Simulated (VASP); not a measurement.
# Rh (Pm-3m) in VASP: further runs, part 2 of 2

VASP 6.6.1. Earlier steps stand in the parts before.

## (3) Single point, r2SCAN

This run uses another cell than the first one, of 15.89 Å³/atom.

File POSCAR:

```
Rh
1.0
    2.5138607453      0.0000000000      0.0000000000
    0.0000000000      2.5138607453      0.0000000000
    0.0000000000      0.0000000000      2.5138607453
Rh
1
Direct
    0.0000000000      0.0000000000      0.0000000000
```

File INCAR.step1:

```
ALGO = Normal ; EDIFF = 1E-5
ENCUT = 550 ; GGA = PE
GGA_COMPAT = F ; ISMEAR = -1
LASPH = T ; LCHARG = F
LREAL = F ; LWAVE = T
NBANDS = 14 ; NELM = 120
PREC = Accurate ; SIGMA = 0.1
```

File INCAR.step2:

```
ALGO = Normal ; EDIFF = 1E-6
ENCUT = 550 ; GGA_COMPAT = F
ISIF = 2 ; ISMEAR = -1
ISTART = 1 ; LASPH = T
LCHARG = F ; LMIXTAU = T
LREAL = F ; LWAVE = F
METAGGA = R2SCAN ; NBANDS = 14
NELM = 120 ; PREC = Accurate
SIGMA = 0.1
```

File KPOINTS:

```
k-points
0
Gamma
  13 13 13
```

Potentials or basis: VASP PAW PBE potentials, release 64 (Rh_pv).

Started as:

```bash
$ cat potpaw_PBE.64/Rh_pv/POTCAR > POTCAR
$ cp INCAR.step1 INCAR
$ mpirun -np 1 vasp_std > vasp.out
$ cp INCAR.step2 INCAR
$ mpirun -np 1 vasp_std > vasp.out
```

OUTCAR:

```text
EDIFF = 1E-6
   ENCUT = 550
   ISIF = 2
   ISMEAR = -1
   ISTART = 1
   LASPH = T
   LREAL = F
   METAGGA = R2SCAN
   NELM = 120
   PREC = Accurate

 ion  position               nearest neighbor table
   1  0.000  0.000  0.000-

  LATTYP: Found a simple cubic cell.
 ALAT       =     2.5138607453

  Lattice vectors:

 A1 = (   2.5138607453,   0.0000000000,   0.0000000000)
 A2 = (   0.0000000000,   2.5138607453,   0.0000000000)
 A3 = (   0.0000000000,   0.0000000000,   2.5138607453)

Analysis of symmetry for initial positions (statically):
=====================================================================
 Subroutine PRICEL returns:
 Original cell was already a primitive cell.

 Routine SETGRP: Setting up the symmetry group for a
 simple cubic supercell.

 Subroutine GETGRP returns: Found 48 space group operations
 (whereof 48 operations were pure point group operations)
 out of a pool of 48 trial point group operations.

The static configuration has the point symmetry O_h .

Analysis of symmetry for dynamics (positions and initial velocities):
=====================================================================
 Subroutine PRICEL returns:
 Original cell was already a primitive cell.

 Routine SETGRP: Setting up the symmetry group for a
 simple cubic supercell.

 Subroutine GETGRP returns: Found 48 space group operations
 (whereof 48 operations were pure point group operations)
 out of a pool of 48 trial point group operations.

The dynamic configuration has the point symmetry O_h .

 Subroutine INISYM returns: Found 48 space group operations
 (whereof 48 operations are pure point group operations),
 and found     1 'primitive' translations

----------------------------------------------------------------------------------------
[... 115 lines left out ...]
   LORBIT       =      0    0 simple, 1 ext, 2 COOP (PROOUT), +10 PAW based schemes
   METAGGA = R2SCAN    functional components
   LHFCALC =     F    Hartree Fock is set to
   AEXX    =    0.0000 exact exchange contribution
   IVDW    =     0    specifies the selected vdW correction
   LEPSILON=     F    determine dielectric tensor
   LRPA    =     F    only Hartree local field effects (RPA)
 non-spin polarized calculation
  energy-cutoff  :      550.00
  volume of cell :       15.89
 maximum number of plane-waves:       474
 NGX is ok and might be reduce to    20
   NGX =  9   NGY =  9   NGZ =  9

 number of electron      14.9999993 magnetization

 Free energy of the ion-electron system (eV)
  ---------------------------------------------------
  ext. energy  EPLUGINS =         0.00000000
  ---------------------------------------------------
  free energy    TOTEN  =       -23.36636727 eV

  energy without entropy =      -23.31106757  energy(sigma->0) =      -23.33871742

 E-fermi :   9.4475     XC(G=0): -13.8447

 val. band max:        9.4251645555   @ k =   0.4615   0.1538   0.1538
 cond. band min:       9.4647342789   @ k =   0.3846   0.2308   0.0000
 fundamental gap:      0.0395697233
 Fermi energy:         9.4475065782

 k-point     1 :       0.0000    0.0000    0.0000
  band No.  band energies     occupation
      1     -37.9517      2.00000
      2     -37.9517      2.00000
      3     -37.9517      2.00000
      4       2.5095      2.00000
      5       4.0004      2.00000
      6       4.0004      2.00000
      7      10.2635      0.00057
      8      10.2635      0.00057
      9      10.2635      0.00057
     10      27.2520      0.00000
     11      27.2520      0.00000
     12      27.2520      0.00000
     13      27.6313      0.00000
     14      34.9335      0.00000
[... 377 lines left out ...]
      1     -38.6004      2.00000
      2     -38.4291      2.00000
      3     -37.8439      2.00000
      4       4.6744      2.00000
      5       5.2014      2.00000
      6       8.5199      1.99981
      7       8.5873      1.99963
      8       8.9886      1.97987
      9      11.6092      0.00000
     10      18.4306      0.00000
     11      24.2005      0.00000
     12      27.6305      0.00000
     13      28.5968      0.00000
     14      33.2501      0.00000

 [... further k-points ...]

------------------------ aborting loop because EDIFF is reached ----------------------------------------

  FORCE on cell =-STRESS in cart. coord.  units (eV):
  Direction    XX          YY          ZZ          XY          YZ          ZX
  --------------------------------------------------------------------------------------
  -------------------------------------------------------------------------------------
  Total        0.0941553      0.0941553      0.0941553      0.0000000      0.0000000      0.0000000
  in kB        9.4958051      9.4958051      9.4958051      0.0000000      0.0000000      0.0000000
  external PRESSURE =       9.4958051 kB  Pullay stress =       0.0000000 kB

 VOLUME and BASIS-vectors are now :
 -----------------------------------------------------------------------------
  energy-cutoff  :      550.00
  volume of cell :       15.89
      direct lattice vectors                 reciprocal lattice vectors
     2.513860745  0.000000000  0.000000000     0.397794509  0.000000000  0.000000000
     0.000000000  2.513860745  0.000000000     0.000000000  0.397794509  0.000000000
     0.000000000  0.000000000  2.513860745     0.000000000  0.000000000  0.397794509

 POSITION                                       TOTAL-FORCE (eV/Angst)
 -----------------------------------------------------------------------------------
      0.00000      0.00000      0.00000         0.000000      0.000000      0.000000
 -----------------------------------------------------------------------------------
    total drift:                                0.000000      0.000000      0.000000

  FREE ENERGIE OF THE ION-ELECTRON SYSTEM (eV)
  ---------------------------------------------------
  free  energy   TOTEN  =       -23.3663672689 eV

  energy  without entropy=      -23.3110675698  energy(sigma->0) =      -23.33871742
```

OUTCAR.step1:

```text
EDIFF = 1E-5
   ENCUT = 550
   GGA = PE
   ISMEAR = -1
   LASPH = T
   LREAL = F
[... 622 lines left out ...]

 POSITION                                       TOTAL-FORCE (eV/Angst)
 -----------------------------------------------------------------------------------
      0.00000      0.00000      0.00000         0.000000      0.000000      0.000000
 -----------------------------------------------------------------------------------
    total drift:                                0.000000      0.000000      0.000000

  FREE ENERGIE OF THE ION-ELECTRON SYSTEM (eV)
  ---------------------------------------------------
  free  energy   TOTEN  =        -6.4862979245 eV

  energy  without entropy=       -6.4288098009  energy(sigma->0) =       -6.45755386
```

OSZICAR.step1:

```text
N       E                     dE             d eps       ncg     rms          rms(c)
DAV:   1     0.128000831417E+03    0.12800E+03   -0.91663E+03  2352   0.117E+03
DAV:   2    -0.502955320439E+01   -0.13303E+03   -0.12658E+03  2526   0.344E+02
DAV:   3    -0.675388691167E+01   -0.17243E+01   -0.17206E+01  2880   0.436E+01
DAV:   4    -0.676190663766E+01   -0.80197E-02   -0.80186E-02  2736   0.302E+00
DAV:   5    -0.676199717717E+01   -0.90540E-04   -0.90538E-04  2936   0.290E-01    0.811E+00
DAV:   6    -0.649210511915E+01    0.26989E+00   -0.50318E-01  2748   0.946E+00    0.329E+00
DAV:   7    -0.648762720822E+01    0.44779E-02   -0.13241E-02  2754   0.939E-01    0.169E+00
DAV:   8    -0.648633473096E+01    0.12925E-02   -0.18594E-03  2718   0.528E-01    0.738E-02
DAV:   9    -0.648629902916E+01    0.35702E-04   -0.43031E-05  2982   0.876E-02    0.121E-02
DAV:  10    -0.648629792453E+01    0.11046E-05   -0.22173E-06  1680   0.175E-02
   1 F= -.64862979E+01 E0= -.64575539E+01  d E =-.574881E-01
```

It took 27 s on 1 thread of Intel Xeon 6975P-C (Granite Rapids), shared host; peak memory 0.14 GiB.

What came out:

```yaml
Free_energy: -23.3664 eV
Pressure: 0.9 GPa
Band_gap_on_the_k_mesh: zero (an odd number of electrons rules out a gap without spin polarisation)
```

Caveat: the PAW data sets were made with another functional, which shifts forces and pressure a little.

## (4) Single point, r2SCAN (13.98 Å³/atom)

This run uses another cell than the first one, of 13.98 Å³/atom.

File POSCAR:

```
Rh
1.0
    2.4089924586      0.0000000000      0.0000000000
    0.0000000000      2.4089924586      0.0000000000
    0.0000000000      0.0000000000      2.4089924586
Rh
1
Direct
    0.0000000000      0.0000000000      0.0000000000
```

File INCAR.step1:

```
SYSTEM = Rh
PREC = Accurate ; ENCUT = 550
ISMEAR = -1 ; SIGMA = 0.1
LREAL = .FALSE. ; LASPH = .TRUE.
NELM = 120 ; NBANDS = 14
GGA = PE ; ALGO = Normal
EDIFF = 1E-5 ; LWAVE = .TRUE.
LCHARG = .FALSE. ; GGA_COMPAT = .FALSE.
```

File INCAR.step2:

```
SYSTEM = Rh
PREC = Accurate ; ENCUT = 550
EDIFF = 1E-6 ; ISMEAR = -1
SIGMA = 0.1 ; LREAL = .FALSE.
LASPH = .TRUE. ; NELM = 120
ALGO = Normal ; ISIF = 2
LWAVE = .FALSE. ; LCHARG = .FALSE.
METAGGA = R2SCAN ; LMIXTAU = .TRUE.
NBANDS = 14 ; ISTART = 1
GGA_COMPAT = .FALSE.
```

File KPOINTS:

```
Automatic mesh
0
G
  14 14 14
  0 0 0
```

Started as:

```bash
$ cat potpaw_PBE.64/Rh_pv/POTCAR > POTCAR
$ cp INCAR.step1 INCAR
$ mpirun -np 1 vasp_std > vasp.out
$ cp INCAR.step2 INCAR
$ mpirun -np 1 vasp_std > vasp.out
```

Run time: 34 s. Hardware: 1 thread of Intel Xeon 6975P-C (Granite Rapids), shared host; peak memory 0.13 GiB.

It converged, with:

| Quantity | Value |
| --- | --- |
| Free energy | -23.1748 eV |
| Pressure | 36.9 GPa |
| Band gap on the k mesh | zero (an odd number of electrons rules out a gap without spin polarisation) |

Levels at points of the mesh, in eV from the Fermi level:
```tsv
k point	band 5	band 6	band 7	band 8	band 9	band 10
(0.00, 0.00, 0.00)	-6.57	-6.57	0.99	0.99	0.99	18.07
(0.50, 0.00, 0.00)	-5.25	-1.81	-1.81	-0.13	1.26	7.80
(0.50, 0.50, 0.00)	-4.57	-1.27	-1.27	3.05	6.47	6.47
(0.50, 0.50, 0.50)	-5.81	-5.81	3.23	3.23	10.50	14.32
```

Caveat: the cell stands under pressure; the PAW data sets were made with another functional, which shifts forces and pressure a little.

## (5) Single point, r2SCAN (14.62 Å³/atom)

This run uses another cell than the first one, of 14.62 Å³/atom.

File POSCAR:

```
Rh
1.0
    2.4449528716      0.0000000000      0.0000000000
    0.0000000000      2.4449528716      0.0000000000
    0.0000000000      0.0000000000      2.4449528716
Rh
1
Direct
    0.0000000000      0.0000000000      0.0000000000
```

File INCAR.step1:

```
SYSTEM = Rh
  ALGO = Normal
  EDIFF = 1E-5
  ENCUT = 550
  GGA = PE
  GGA_COMPAT = .False.
  ISMEAR = -1
  LASPH = .True.
  LCHARG = .False.
  LREAL = .False.
  LWAVE = .True.
  NBANDS = 14
  NELM = 120
  PREC = Accurate
  SIGMA = 0.1
```

File INCAR.step2:

```
SYSTEM = Rh
  ALGO = Normal
  EDIFF = 1E-6
  ENCUT = 550
  GGA_COMPAT = .False.
  ISIF = 2
  ISMEAR = -1
  ISTART = 1
  LASPH = .True.
  LCHARG = .False.
  LMIXTAU = .True.
  LREAL = .False.
  LWAVE = .False.
  METAGGA = R2SCAN
  NBANDS = 14
  NELM = 120
  PREC = Accurate
  SIGMA = 0.1
```

File KPOINTS:

```
k-points
0
Gamma
  14 14 14
  0 0 0
```

Started as:

```bash
$ cat potpaw_PBE.64/Rh_pv/POTCAR > POTCAR
$ cp INCAR.step1 INCAR
$ mpirun -np 1 vasp_std > vasp.out
$ cp INCAR.step2 INCAR
$ mpirun -np 1 vasp_std > vasp.out
```

It took 37 s on 1 thread of Intel Xeon 6975P-C (Granite Rapids), shared host; peak memory 0.14 GiB.

It converged, with:

```yaml
Free_energy: -23.2907 eV
Pressure: 21.9 GPa
Band_gap_on_the_k_mesh: zero (an odd number of electrons rules out a gap without spin polarisation)
```

Levels at points of the mesh, in eV from the Fermi level:
| k point | band 3 | band 4 | band 5 | band 6 | band 7 | band 8 | band 9 | band 10 | band 11 | band 12 |
| --- | --- | --- | --- | --- | --- | --- | --- | --- | --- | --- |
| (0.00, 0.00, 0.00) | -47.56 | -7.55 | -6.17 | -6.17 | 0.91 | 0.91 | 0.91 | 18.10 | 18.43 | 18.43 |
| (0.50, 0.00, 0.00) | -47.46 | -5.41 | -5.00 | -1.69 | -1.69 | -0.02 | 1.17 | 7.39 | 18.10 | 18.48 |
| (0.50, 0.50, 0.00) | -47.37 | -6.75 | -4.32 | -1.18 | -1.18 | 2.84 | 6.32 | 6.32 | 14.85 | 16.00 |
| (0.50, 0.50, 0.50) | -48.35 | -5.42 | -5.42 | -5.42 | 3.01 | 3.01 | 10.66 | 13.79 | 13.79 | 13.79 |

Caveat: the cell stands under pressure; the PAW data sets were made with another functional, which shifts forces and pressure a little.

## (6) Overview

```tsv
task	potentials or basis	spin	cell	k mesh	cutoff (eV)	smearing	gap on the mesh (eV)	pressure (GPa)
relaxation of cell and atoms	VASP PAW PBE potentials, release 64 (Rh_sv_GW)	collinear, ferromagnetic start	relaxed from a = 2.458 Å, 1 atom	13 × 13 × 13	580	fermi-dirac 0.05 eV	none	-0.1
single point	VASP PAW PBE potentials, release 64 (Rh_pv)	off	a = 2.514 Å, 1 atom	13 × 13 × 13	550	fermi-dirac 0.1 eV	none	0.9
single point	VASP PAW PBE potentials, release 64 (Rh_pv)	off	a = 2.409 Å, 1 atom	14 × 14 × 14	550	fermi-dirac 0.1 eV	none	36.9
single point	VASP PAW PBE potentials, release 64 (Rh_pv)	off	a = 2.445 Å, 1 atom	14 × 14 × 14	550	fermi-dirac 0.1 eV	none	21.9
```

Alike in all rows: level r2SCAN.

Caveats: the PAW data sets were made with another functional, which shifts forces and pressure a little; the cell stands under pressure (at least some runs).

Absolute energies hang on the potentials; compare differences alone.
